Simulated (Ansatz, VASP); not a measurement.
One calculation of HfO2, two programs

```
Hf O
1.0
     3.48686    0.00000    0.00000
     0.00000    3.48686    0.00000
     0.00000    0.00000    5.17186
Hf O
2 4
Direct
  0.00000 0.00000 0.00000
  0.50000 0.50000 0.50000
  0.00000 0.50000 0.19721
  0.50000 0.00000 0.30279
  0.50000 0.00000 0.80279
  0.00000 0.50000 0.69721
```

Alike in both runs: functional PBE; k mesh 7 × 7 × 5; occupations fermi-dirac, width 0.05 eV; no spin polarisation.

|  | VASP | Ansatz |
| --- | --- | --- |
| version | VASP 6.6.1 | Ansatz 0.2.0 |
| potentials or method | VASP PAW PBE potentials, release 64 (Hf_pv, O) | Ansatz PAW |
| plane-wave cutoff (eV) | 520 | 420 |
| valence electrons in the cell | 44 | 76 |
| task | single point | band structure |

|  | VASP | Ansatz | Ansatz less VASP |
| --- | --- | --- | --- |
| gap on the k mesh at the Fermi level (eV) | 4.88 | 4.89 | +0.007 |
| least direct gap on the mesh (eV) | 4.95 | 4.95 | -0.001 |
| pressure (GPa) | 19.0 | 22.7 | +3.74 |
| traceless stress, the component that is largest in VASP (GPa) | -6.59 | -6.52 | +0.070 |
| rms of the force components (eV/Å) | 0.134 | 0.151 | +0.0167 |

Atom by atom the forces differ by 0.017 eV/Å (rms over components). With one functional, cell and mesh, what is left measures potentials, basis and numerics. VASP's potentials hold 44 valence electrons a cell and Ansatz's 76, so a difference there can come from the potentials and not from the codes.

Neither program's run includes spin-orbit coupling.
